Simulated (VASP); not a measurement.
Here is a VASP 6.6.1 calculation.

The input INCAR:

```
  ALGO = Normal
  EDIFF = 1E-6
  EDIFFG = -0.02
  ENCUT = 600
  GGA = PE
  IBRION = 2
  ISIF = 3
  ISMEAR = -1
  LASPH = T
  LCHARG = F
  LREAL = F
  LWAVE = F
  NELM = 80
  NSW = 60
  PREC = Accurate
  PSTRESS = 200.0
  SIGMA = 0.01
```

File KPOINTS:

```
k-points
0
Gamma
  6 6 3
```

File POSCAR:

```
Cl
1.0
    3.1600000000      0.0000000000      0.0000000000
   -1.5800000000      2.7366402760      0.0000000000
    0.0000000000      0.0000000000      5.1602800000
Cl
2
Direct
    0.3333333333      0.6666666667      0.2500000000
    0.6666666667      0.3333333333      0.7500000000
```

Potentials or basis: VASP PAW PBE potentials, release 64 (Cl).

Launch:

```sh
$ cat potpaw_PBE.64/Cl/POTCAR > POTCAR
$ mpirun -np 1 vasp_std > vasp.out
```

Q: Predict the space group after relaxing (to 0.05 Å).

A: P6_3/mmc (No. 194).

Q: What does it give for the relaxed cell?

A: a = 3.097 Å, b = 3.097 Å, c = 3.883 Å, α = 90.00°, β = 90.00°, γ = 120.00°.

Q: What does it give for the relaxed volume?

A: 16.13 Å³/atom.

Q: Estimate the band gap on the k mesh.

A: Zero (band 7 reaches 6.26 eV, above the bottom of band 8 at 4.75 eV).

Step by step:
```
step  energy change (eV)  largest force (eV/Å)  pressure (GPa)  volume (Å³)
   1              0.0000                0.0000           -0.92        44.62
   2              1.1115                0.0000           36.57        28.33
   3              0.5147                0.0000           19.98        31.82
   4              0.4681                0.0000           20.89        31.41
   5              0.4210                0.0000           25.81        30.39
   6              1.3049                0.0000           53.63        27.59
   7              0.4764                0.0000           31.20        29.65
   8              0.4492                0.0000           29.81        29.82
   9              0.3713                0.0000           28.52        30.22
  10              0.2977                0.0000           27.24        30.70
  11              0.2132                0.0000           24.69        31.20
  12              0.0554                0.0000           19.70        32.33
  13              0.0678                0.0000           20.14        32.23
  14              0.0717                0.0000           20.26        32.20
  15              0.0700                0.0000           20.21        32.21
  16              0.0651                0.0000           20.11        32.25
```

Caveat: the k points lie up to 0.54 Å⁻¹ apart in the final cell; the cell is relaxed towards a set pressure, so the enthalpy falls and the energy may rise; the volume moved by over 15 % at a fixed basis, so the end points are rough.
